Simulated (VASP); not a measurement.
Ba, 1 atom in the cell. It takes space group Pm-3m (No. 221, cubic). The conventional cell has a = 3.701 Å, b = 3.701 Å, c = 3.701 Å, α = 90.00°, β = 90.00°, γ = 90.00°. Ba (site symmetry m-3m) has 6 Ba at 3.70 Å within 4.9 Å. This isn't the form of Ba at room conditions, which is bcc.

```yaml
Program: VASP 6.6.1
Task: single point
Functional: LDA
Potentials_or_basis: VASP PAW LDA potentials, release 64 (Ba_sv)
Cutoff: 520 eV
k_mesh: 9 × 9 × 9
Occupations: fermi-dirac, width 0.1 eV
Spin: non-collinear spin, zero start, spin-orbit coupling
Starting_moments: "[[0.0, 0.0, 0.0]] μB"
Dipole_correction: no
Further_INCAR_settings: ALGO = Normal; EDIFF = 1e-06; NBANDS = 21
```

Potentials or basis: VASP PAW LDA potentials, release 64 (Ba_sv).

Run with:

```bash
$ cat potpaw_LDA.64/Ba_sv/POTCAR > POTCAR
$ mpirun -np 1 vasp_ncl > vasp.out
```

Hardware: 1 thread of Intel Xeon 8259CL, on a shared host.

Estimate the wall time of this run.

Run time: 67 s on 1 thread of Intel Xeon 8259CL, with other jobs on the host, peak memory 0.23 GiB. Counts: scf iterations 11, k points 35.
